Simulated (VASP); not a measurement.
# MgAlSb5 (P1) in VASP: single point with r2SCAN

Aim: the single point of MgAlSb5 with r2SCAN.

Everything below comes from runs of VASP 6.6.1. Logs are shortened: lines on timing, memory, paths and dates and some standing lists are left out, and cuts for length are marked.

### Step 1. The cell of the first run

The typed cell holds 7 atoms: a = 4.511 Å, b = 6.640 Å, c = 6.227 Å, α = 88.18°, β = 109.40°, γ = 68.19°.

### Step 2. Single point, r2SCAN

POSCAR reads:

```
MgAlSb5
1.0
    0.0973304400     -0.0059185600      4.5100408600
    4.7643921100     -3.9773302900      2.3599647600
    4.4761634900      3.7507327200     -2.1603043700
Mg Al Sb
1 1 5
Direct
    0.9825140000      0.0337260000      0.9605130000
    0.9778960000      0.5121310000      0.5114320000
    0.0501460000      0.7183470000      0.7488870000
    0.9738990000      0.2579720000      0.2418550000
    0.4438810000      0.4954310000      0.4608340000
    0.7499230000      0.7874310000      0.2526720000
    0.1668370000      0.2296030000      0.7535710000
```

INCAR.step1 reads:

```
SYSTEM = MgAlSb5
PREC = Accurate ; ENCUT = 520
ISMEAR = -5 ; SIGMA = 0.1
LREAL = .FALSE. ; LASPH = .TRUE.
NELM = 100 ; NBANDS = 24
GGA = PE ; ALGO = Normal
EDIFF = 1E-4 ; LWAVE = .TRUE.
LCHARG = .FALSE.
```

INCAR.step2 reads:

```
SYSTEM = MgAlSb5
PREC = Accurate ; ENCUT = 520
EDIFF = 1E-6 ; ISMEAR = -1
SIGMA = 0.1 ; LREAL = .FALSE.
LASPH = .TRUE. ; NELM = 100
ALGO = Normal ; ISIF = 2
LWAVE = .FALSE. ; LCHARG = .FALSE.
METAGGA = R2SCAN ; LMIXTAU = .TRUE.
LORBIT = 11 ; NBANDS = 24
ISTART = 1
```

KPOINTS reads:

```
Automatic mesh
0
Gamma
  5 3 3
  0.5 0.5 0
```

Potentials or basis: VASP PAW PBE potentials, release 64 (Mg, Al, Sb).

On the command line:

```console
cat potpaw_PBE.64/Mg/POTCAR potpaw_PBE.64/Al/POTCAR potpaw_PBE.64/Sb/POTCAR > POTCAR
cp INCAR.step1 INCAR
mpirun -np 1 vasp_std > vasp.out
cp INCAR.step2 INCAR
mpirun -np 1 vasp_std > vasp.out
```

OUTCAR:

```text
SYSTEM = MgAlSb5
   PREC = Accurate
   ENCUT = 520
   EDIFF = 1E-6
   ISMEAR = -1
   LREAL = .FALSE.
   LASPH = .TRUE.
   NELM = 100
   ISIF = 2
   METAGGA = R2SCAN
   LORBIT = 11
   ISTART = 1

 ion  position               nearest neighbor table
   1  0.983  0.034  0.961-   7 2.34   4 2.34   3 2.49   6 3.06   6 3.07   7 3.17   5 3.72
   2  0.978  0.512  0.511-   7 2.07   3 2.08   6 2.08   5 2.19   5 2.37   4 2.42
   3  0.050  0.718  0.749-   2 2.08   1 2.49   6 2.87   5 2.98   7 3.09   5 3.58   7 3.62
   4  0.974  0.258  0.242-   1 2.34   2 2.42   7 2.99   5 3.09   5 3.09   6 3.29   7 3.42   6 3.63
                             6 3.70
   5  0.444  0.495  0.461-   2 2.19   2 2.37   6 2.81   7 2.94   3 2.98   4 3.09   4 3.09   6 3.22
                             7 3.31   3 3.58   1 3.72
   6  0.750  0.787  0.253-   2 2.08   5 2.81   3 2.87   1 3.06   1 3.07   5 3.22   4 3.29   4 3.63
                             7 3.67   4 3.70
   7  0.167  0.230  0.754-   2 2.07   1 2.34   5 2.94   4 2.99   3 3.09   1 3.17   5 3.31   4 3.42
                             3 3.62   6 3.67

  LATTYP: Found a triclinic cell.
 ALAT       =     6.4943362245
 B/A-ratio  =     1.0224110595
 C/A-ratio  =     0.9587788714
 COS(alpha) =     0.0316865769
 COS(beta)  =     0.2631111073
 COS(gamma) =     0.7642853740

  Lattice vectors:

 A1 = (  -4.6670616700,   3.9714117300,   2.1500761000)
 A2 = (  -4.7643921100,   3.9773302900,  -2.3599647600)
 A3 = (  -4.4761634900,  -3.7507327200,   2.1603043700)

Analysis of symmetry for initial positions (statically):
=====================================================================
 Subroutine PRICEL returns:
 Original cell was already a primitive cell.

 Routine SETGRP: Setting up the symmetry group for a
 triclinic supercell.

 Subroutine GETGRP returns: Found  1 space group operations
 (whereof  1 operations were pure point group operations)
 out of a pool of  2 trial point group operations.

The static configuration has the point symmetry C_1 .

Analysis of symmetry for dynamics (positions and initial velocities):
=====================================================================
 Subroutine PRICEL returns:
 Original cell was already a primitive cell.

 Routine SETGRP: Setting up the symmetry group for a
 triclinic supercell.

 Subroutine GETGRP returns: Found  1 space group operations
 (whereof  1 operations were pure point group operations)
 out of a pool of  2 trial point group operations.

The dynamic configuration has the point symmetry C_1 .

 Subroutine INISYM returns: Found  1 space group operations
 (whereof  1 operations are pure point group operations),
 and found     1 'primitive' translations

----------------------------------------------------------------------------------------

                                     Primitive cell

  volume of cell :     160.7386

  direct lattice vectors                    reciprocal lattice vectors
     0.097330440 -0.005918560  4.510040860    -0.001613508  0.129751778  0.221932576
     4.764392110 -3.977330290  2.359964760     0.105159352 -0.126901302 -0.002435960
     4.476163490  3.750732720 -2.160304370     0.111509925  0.132251373 -0.002232923

  length of vectors
     4.511094856  6.639881180  6.226632356     0.257084024  0.164828285  0.173002529

  position of ions in fractional coordinates (direct lattice)
     0.982514000  0.033726000  0.960513000
     0.977896000  0.512131000  0.511432000
     0.050146000  0.718347000  0.748887000
     0.973899000  0.257972000  0.241855000
     0.443881000  0.495431000  0.460834000
     0.749923000  0.787431000  0.252672000
     0.166837000  0.229603000  0.753571000

  ion indices of the primitive-cell ions
   primitive index   ion index
                 1           1
                 2           2
                 3           3
                 4           4
                 5           5
                 6           6
                 7           7

----------------------------------------------------------------------------------------

 KPOINTS: Automatic mesh

Automatic generation of k-mesh.
 Grid dimensions read from file:
 generate k-points for:    5    3    3

 Generating k-lattice:

  Cartesian coordinates                     Fractional coordinates (reciprocal lattice)
    -0.000322702  0.025950356  0.044386515     0.200000000 -0.000000000  0.000000000
     0.035053117 -0.042300434 -0.000811987    -0.000000000  0.333333333  0.000000000
     0.037169975  0.044083791 -0.000744308     0.000000000  0.000000000  0.333333333

  Length of vectors
     0.051416805  0.054942762  0.057667510

  Shift w.r.t. Gamma in fractional coordinates (k-lattice)
     0.500000000  0.500000000  0.000000000

 Subroutine IBZKPT returns following result:
 ===========================================

 Found     23 irreducible k-points:

 Following reciprocal coordinates:
            Coordinates               Weight
  0.100000  0.166667  0.000000      2.000000
  0.300000  0.166667 -0.000000      2.000000
  0.500000  0.166667 -0.000000      2.000000
 -0.300000  0.166667  0.000000      2.000000
 -0.100000  0.166667  0.000000      2.000000
  0.100000  0.500000  0.000000      2.000000
[... 15 lines left out ...]
 -0.300000 -0.166667  0.333333      2.000000
 -0.100000 -0.166667  0.333333      2.000000
   k-points           NKPTS =     23   k-points in BZ     NKDIM =     23   number of bands    NBANDS=     24
   number of dos      NEDOS =    301   number of ions     NIONS =      7
   total plane-waves  NPLWV =  86400
   dimension x,y,z NGX =    36 NGY =   50 NGZ =   48
   dimension x,y,z NGXF=    72 NGYF=  100 NGZF=   96
   ions per type =               1   1   5
   NGX,Y,Z   is equivalent  to a cutoff of  13.27, 12.52, 12.82 a.u.
   NGXF,Y,Z  is equivalent  to a cutoff of  26.53, 25.04, 25.63 a.u.
 SYSTEM =  MgAlSb5
   PREC   = accura    normal or accurate (medium, high low for compatibility)
   ISTART =      1    job   : 0-new  1-cont  2-samecut
   ICHARG =      0    charge: 1-file 2-atom 10-const
   ISPIN  =      1    spin polarized calculation?
   LNONCOLLINEAR =      F non collinear calculations
   LSORBIT =      F    spin-orbit coupling
   LASPH  =      T    aspherical Exc in radial PAW
   ENCUT  =  520.0 eV  38.22 Ry    6.18 a.u.   8.39 12.35 11.58*2*pi/ulx,y,z
   NELM   =    100;   NELMIN=  2; NELMDL=  0     # of ELM steps
   EDIFF  = 0.1E-05   stopping-criterion for ELM
   LREAL  =      F    real-space projection
   EDIFFG = 0.1E-04   stopping-criterion for IOM
   NSW    =      0    number of steps for IOM
   IBRION =     -1    ionic relax: 0-MD 1-quasi-New 2-CG
   NFREE  =      0    steps in history (QN), initial steepest desc. (CG)
   ISIF   =      2    stress and relaxation
   ISYM   =      2    0-nonsym 1-usesym 2-fastsym
   POTIM  = 0.5000    time-step for ionic-motion
   TEBEG  =    0.0;   TEEND  =   0.0 temperature during run
   PSTRESS=    0.0 pullay stress
   NELECT =      30.0000    total number of electrons
   NUPDOWN=      -1.0000    fix difference up-down
   EMIN   =  10.00;   EMAX   =-10.00  energy-range for DOS
   EFERMI =   0.00;   METHOD = LEGACY
   ISMEAR =    -1;   SIGMA  =   0.10  broadening in eV -4-tet -1-fermi 0-gaus
   EFERMI_NEDOS =   21; number of points for ismear=-14 and -15
   IALGO  =     38    algorithm
   IMIX   =      4    mixing-type and parameters
     AMIX     =   0.40;   BMIX     =  1.00
     AMIX_MAG =   1.60;   BMIX_MAG =  1.00
  volume/ion in A,a.u.               =      22.96       154.96
  Fermi-wavevector in a.u.,A,eV,Ry     =   0.935568  1.767966 11.908998  0.875287
  Thomas-Fermi vector in A             =   2.062488
   LORBIT       =     11    0 simple, 1 ext, 2 COOP (PROOUT), +10 PAW based schemes
   METAGGA = R2SCAN    functional components
   LHFCALC =     F    Hartree Fock is set to
   AEXX    =    0.0000 exact exchange contribution
   IVDW    =     0    specifies the selected vdW correction
   LEPSILON=     F    determine dielectric tensor
   LRPA    =     F    only Hartree local field effects (RPA)
 non-spin polarized calculation
  energy-cutoff  :      520.00
  volume of cell :      160.74
 maximum number of plane-waves:      4344
 NGX is ok and might be reduce to    36

 number of electron      30.0000000 magnetization

 Free energy of the ion-electron system (eV)
  ---------------------------------------------------
  ext. energy  EPLUGINS =         0.00000000
  ---------------------------------------------------
  free energy    TOTEN  =      -124.30481031 eV

  energy without entropy =     -124.17307608  energy(sigma->0) =     -124.23894319

 E-fermi :   8.3137     XC(G=0): -10.4575

 val. band max:        8.3021802032   @ k =   0.1000   0.1667   0.3333
 cond. band min:       8.3252736326   @ k =   0.1000   0.1667   0.0000
 fundamental gap:      0.0230934294
 Fermi energy:         8.3137276677

 k-point     1 :       0.1000    0.1667    0.0000
  band No.  band energies     occupation
      1      -6.9699      2.00000
      2      -3.4123      2.00000
      3      -2.3943      2.00000
      4      -1.2964      2.00000
      5       0.0037      2.00000
      6       0.9707      2.00000
[... 16 lines left out ...]
     23      13.8012      0.00000
     24      14.0913      0.00000

 k-point     2 :       0.3000    0.1667   -0.0000
  band No.  band energies     occupation
      1      -6.4581      2.00000
      2      -3.4600      2.00000
      3      -2.4113      2.00000
      4      -1.9104      2.00000
      5      -0.1498      2.00000
      6       0.3145      2.00000
[... 16 lines left out ...]
     23      13.6584      0.00000
     24      14.0392      0.00000

 k-point     3 :       0.5000    0.1667   -0.0000
  band No.  band energies     occupation
      1      -5.8429      2.00000
      2      -4.0413      2.00000
      3      -2.6161      2.00000
      4      -2.2453      2.00000
      5      -0.3086      2.00000
      6       0.9345      2.00000
[... 16 lines left out ...]
     23      13.6134      0.00000
     24      14.4457      0.00000

 k-point     4 :      -0.3000    0.1667    0.0000
  band No.  band energies     occupation
      1      -6.3437      2.00000
      2      -3.8067      2.00000
      3      -2.4144      2.00000
      4      -2.0328      2.00000
      5      -0.2617      2.00000
      6       1.1390      2.00000
[... 16 lines left out ...]
     23      13.5236      0.00000
     24      13.8671      0.00000

 k-point     5 :      -0.1000    0.1667    0.0000
  band No.  band energies     occupation
      1      -6.9165      2.00000
      2      -3.7410      2.00000
      3      -2.3802      2.00000
      4      -0.7794      2.00000
      5      -0.0254      2.00000
      6       0.7195      2.00000
[... 424 lines left out ...]
 k-point    21 :       0.5000   -0.1667    0.3333
  band No.  band energies     occupation
      1      -5.8357      2.00000
      2      -4.0000      2.00000
      3      -2.5292      2.00000
      4      -2.1701      2.00000
      5      -0.9539      2.00000
      6       1.0109      2.00000
[... 16 lines left out ...]
     23      13.2600      0.00000
     24      14.6144      0.00000

 k-point    22 :      -0.3000   -0.1667    0.3333
  band No.  band energies     occupation
      1      -6.4178      2.00000
      2      -3.3882      2.00000
      3      -2.6053      2.00000
      4      -2.0077      2.00000
      5      -0.5535      2.00000
      6       0.7948      2.00000
[... 16 lines left out ...]
     23      13.8262      0.00000
     24      14.0466      0.00000

 k-point    23 :      -0.1000   -0.1667    0.3333
  band No.  band energies     occupation
      1      -6.8410      2.00000
      2      -3.5697      2.00000
      3      -2.9865      2.00000
      4      -0.9552      2.00000
      5      -0.2253      2.00000
      6       1.5469      2.00000
[... 16 lines left out ...]
     23      13.2369      0.00000
     24      13.8174      0.00000

------------------------ aborting loop because EDIFF is reached ----------------------------------------

  FORCE on cell =-STRESS in cart. coord.  units (eV):
  Direction    XX          YY          ZZ          XY          YZ          ZX
  --------------------------------------------------------------------------------------
  -------------------------------------------------------------------------------------
  Total       49.9964310     56.1968722     38.2900483     -2.9951367    -10.3693109      3.1132987
  in kB      498.3440498    560.1475217    381.6595978    -29.8543019   -103.3570659     31.0320924
  external PRESSURE =     480.0503898 kB  Pullay stress =       0.0000000 kB

 VOLUME and BASIS-vectors are now :
 -----------------------------------------------------------------------------
  energy-cutoff  :      520.00
  volume of cell :      160.74
      direct lattice vectors                 reciprocal lattice vectors
     0.097330440 -0.005918560  4.510040860    -0.001613508  0.129751778  0.221932576
     4.764392110 -3.977330290  2.359964760     0.105159352 -0.126901302 -0.002435960
     4.476163490  3.750732720 -2.160304370     0.111509925  0.132251373 -0.002232923

 POSITION                                       TOTAL-FORCE (eV/Angst)
 -----------------------------------------------------------------------------------
      4.55573      3.46267      2.43577        -1.851103      2.123017     -2.958500
      4.82443     -0.12446      4.51411        -5.573629      0.440708     -3.766661
      6.77951     -0.04853      0.30361         9.932680      0.918410      1.391372
      2.40645     -0.12467      4.47865        -0.546681      0.204230     -0.654128
      4.46640     -0.24465      2.17558        -1.574712     -0.425690      4.144846
      4.95562     -2.18861      4.69464         0.875243    -12.318026      0.389381
      4.48326      1.91225     -0.33365        -1.261797      9.057350      1.453690
 -----------------------------------------------------------------------------------
    total drift:                               -0.001908      0.000581     -0.001606

  FREE ENERGIE OF THE ION-ELECTRON SYSTEM (eV)
  ---------------------------------------------------
  free  energy   TOTEN  =      -124.3048103056 eV

  energy  without entropy=     -124.1730760801  energy(sigma->0) =     -124.23894319

 total charge

# of ion       s       p       d       tot
------------------------------------------
    1        0.224   0.233   0.058   0.515
    2        0.526   0.777   0.000   1.303
    3        1.210   1.456   0.055   2.721
    4        1.198   1.347   0.046   2.591
    5        1.233   1.374   0.094   2.701
    6        1.224   1.364   0.072   2.659
    7        1.220   1.482   0.068   2.771
--------------------------------------------------
tot          6.835   8.034   0.394  15.262
```

It took 4.5 min on 1 thread of Intel Xeon Platinum 8375C at 2.90GHz (Ice Lake), shared host; peak memory 0.35 GiB.

What came out:

```yaml
Free_energy: -124.3048 eV
Pressure: 48.0 GPa
Largest_force: 12.355 eV/Å
Band_gap_on_the_k_mesh: zero (bands 15 and 16 overlap by 0.38 eV)
Valence_electrons_inside_the_program's_atomic_spheres: Mg 0.52; Al 1.30; Sb 2.72, 2.59, 2.70, 2.66, 2.77
```

Forces on the atoms (eV/Å):
```
Mg   -1.851   2.123  -2.958
Al   -5.574   0.441  -3.767
Sb    9.933   0.918   1.391
Sb   -0.547   0.204  -0.654
Sb   -1.575  -0.426   4.145
Sb    0.875 -12.318   0.389
Sb   -1.262   9.057   1.454
```

Levels at points of the mesh, in eV from the Fermi level:
```csv
k point,band 12,band 13,band 14,band 15,band 16,band 17,band 18,band 19
"(0.50, 0.50, 0.00)",-2.40,-1.60,-1.23,-0.51,0.24,1.04,2.21,3.09
```

Caveat: the k points lie up to 0.36 Å⁻¹ apart; the PAW data sets were made with another functional, which shifts forces and pressure a little; spin-orbit coupling is left out, which moves the levels of the heavy elements.
